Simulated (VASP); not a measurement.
**C: single point with LDA**

C, a slab with vacuum:

```xyz
2
Lattice="2.4973 0.0000 0.0000 -1.2487 2.1627 0.0000 0.0000 0.0000 22.0002" Properties=species:S:1:pos:R:3 pbc="T T T"
C     1.8730    0.3605   11.0002
C    -0.6243    1.8023   11.0000
```

* Program: VASP 6.6.1
* Task: single point
* Functional: LDA
* Potentials or basis: VASP PAW LDA potentials, release 64 (C)
* Cutoff: 520 eV
* k mesh: 14 × 14 × 1
* Occupations: fermi-dirac, width 0.02 eV
* Spin: no spin polarisation
* Dipole correction: yes
* Further INCAR settings: ALGO = Normal; EDIFF = 1e-06; NBANDS = 11

```json
{
  "Largest force": "0.003 eV/Å",
  "Band gap on the k mesh": "1.17 eV, direct"
}
```

Forces on the atoms (eV/Å):
```
C    0.000  0.000 -0.003
C    0.000  0.000  0.003
```

Levels at points of the mesh, in eV from the valence-band top:
| k point | band 1 | band 2 | band 3 | band 4 | band 5 | band 6 | band 7 | band 8 |
| --- | --- | --- | --- | --- | --- | --- | --- | --- |
| (0.00, 0.00, 0.00) | -18.40 | -6.79 | -2.45 | -2.45 | 4.12 | 5.06 | 5.36 | 6.07 |
| (0.50, 0.00, 0.00) | -13.31 | -12.31 | -5.71 | -1.68 | 2.21 | 7.67 | 11.72 | 11.82 |

Run time: 39 s on 1 thread of Intel(R) Xeon(R) 6975P-C (Granite Rapids) (shared host), peak memory 0.18 GiB.
